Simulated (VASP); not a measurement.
Set up this calculation in VASP 6.6.1, as the native input.

| Item | Value |
| --- | --- |
| Task | single point |
| Functional | PBE |
| Potentials or basis | VASP PAW PBE potentials, release 64 (Ca_sv, Pb_d, Se) |
| Cutoff | 520 eV |
| k mesh | 6 × 6 × 10 |
| Occupations | gaussian, width 0.1 eV |
| Spin | no spin polarisation |
| Dipole correction | no |
| Further INCAR settings | ALGO = Normal; EDIFF = 1e-06; NBANDS = 35 |

The structure of Ca2PbSe3 lies in POSCAR:

```
Ca2PbSe3
1.0
    7.4106438246      0.0000000000      0.0000000000
   -3.7053219123      6.4178058105      0.0000000000
    0.0000000000      0.0000000000      3.8642799480
Ca Pb Se
2 1 3
Direct
    0.3333333333      0.6666666667      0.0000000000
    0.6666666667      0.3333333333      0.0000000000
    0.0000000000      0.0000000000      0.0000000000
    0.5000000000      0.0000000000      0.5000000000
    0.5000000000      0.5000000000      0.5000000000
    0.0000000000      0.5000000000      0.5000000000
```

One way to write it, as run:

INCAR

```
SYSTEM = Ca2PbSe3
PREC = Accurate
ENCUT = 520
EDIFF = 1E-6
ISMEAR = 0
SIGMA = 0.1
LREAL = .FALSE.
LASPH = .TRUE.
NELM = 100
ALGO = Normal
ISIF = 2
LWAVE = .FALSE.
LCHARG = .FALSE.
GGA = PE
NBANDS = 35
```

KPOINTS

```
Automatic mesh
0
G
  6 6 10
  0 0 0
```

Potentials or basis: VASP PAW PBE potentials, release 64 (Ca_sv, Pb_d, Se).

Launch:

```sh
$ cat potpaw_PBE.64/Ca_sv/POTCAR potpaw_PBE.64/Pb_d/POTCAR potpaw_PBE.64/Se/POTCAR > POTCAR
$ mpirun -np 1 vasp_std > vasp.out
```

It gave:

```yaml
Pressure: 0.1 GPa
Band_gap_on_the_k_mesh: zero (bands 26 and 27 overlap by 0.11 eV)
```

Caveat: semilocal functionals underestimate gaps, so a narrow gap can read as zero; spin-orbit coupling is left out, which moves the levels of the heavy elements.

Wall time 8.1 min on 1 thread of Oxide Virtual Turin-like Processor, with other jobs on the host, peak memory 0.43 GiB.
